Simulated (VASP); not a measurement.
Wanted: the native input for a VASP 6.6.1 run.

```yaml
Task: single point
Functional: PBE
Potentials_or_basis: VASP PAW PBE potentials, release 64 (Nb_sv)
Cutoff: 520 eV
k_mesh: 21 × 21 × 10
Occupations: fermi-dirac, width 0.1 eV
Spin: no spin polarisation
Dipole_correction: no
Further_INCAR_settings: ALGO = Normal; EDIFF = 1e-06; NBANDS = 20
```

The structure of Nb lies in POSCAR:

```
Nb
1.0
    2.7503779397      0.0000000000      0.0000000000
   -1.3751889699      2.3818971658      0.0000000000
    0.0000000000      0.0000000000      5.0231682116
Nb
2
Direct
    0.3333333333      0.6666666667      0.2500000000
    0.6666666667      0.3333333333      0.7500000000
```

This isn't the form of Nb at room conditions, which is bcc.

One way to write it, as run:

INCAR

```
SYSTEM = Nb
ALGO = Normal
EDIFF = 1E-6
ENCUT = 520
GGA = PE
ISIF = 2
ISMEAR = -1
LASPH = .TRUE.
LCHARG = .FALSE.
LREAL = .FALSE.
LWAVE = .FALSE.
NBANDS = 20
NELM = 100
PREC = Accurate
SIGMA = 0.1
```

KPOINTS

```
k-points
0
G
  21 21 10
  0 0 0
```

Potentials or basis: VASP PAW PBE potentials, release 64 (Nb_sv).

Command:

```bash
$ cat potpaw_PBE.64/Nb_sv/POTCAR > POTCAR
$ mpirun -np 1 vasp_std > vasp.out
```

It gave:

The pressure is 25.6 GPa and the band gap on the k mesh is zero (bands 13 and 14 overlap by 3.39 eV).

Caveat: the cell stands under pressure.

Run time: 74 s on 1 thread of AMD EPYC 9R45 96-Core Processor (Zen 5) (shared host), peak memory 0.23 GiB.
